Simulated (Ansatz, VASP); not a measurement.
**One calculation of EuMoN2, two programs**

```
Eu Mo N
1.0
     2.18801   -2.38058    0.00000
     2.18801    2.38058    0.00000
     0.00000    0.00000    8.07837
Eu Mo N
1 1 2
Direct
  0.50000 0.50000 0.50000
  0.50000 0.50000 0.00000
  0.50000 0.50000 0.23130
  0.50000 0.50000 0.76870
```

Alike in both runs: task single point; functional PBE; k mesh 6 × 6 × 2; occupations gaussian, width 0.1 eV; collinear spin.

|  | VASP | Ansatz |
| --- | --- | --- |
| version | VASP 6.6.1 | Ansatz 0.2.0 |
| potentials or method | VASP PAW PBE potentials, release 64 (Eu, Mo_sv, N), cutoff 520 eV | scalar-relativistic, plane waves, PAW |
| valence electrons in the cell | 41 | 41 |

```csv
,VASP,Ansatz,Ansatz less VASP
gap on the k mesh at the Fermi level (eV),none,none,-
pressure (GPa),-3.0,-3.0,-0.06
"traceless stress, the component that is largest in VASP (GPa)",-6.77,-7.06,-0.284
rms of the force components (eV/Å),0.471,0.466,-0.0053
net moment per atom (μB),1.80,1.80,-0.001
size of the moment on the site where the two differ most (μB),6.61,6.30,-0.308
```

Site moments also hang on the region over which each program counts them. Atom by atom the forces differ by 0.005 eV/Å (rms over components). A gap of «none» marks a metal or a gap that the smearing closes. With one functional, cell and mesh, what is left measures potentials, basis and numerics.

The k mesh is coarse, so the values compare programs but aren't converged. Neither program's run includes spin-orbit coupling.
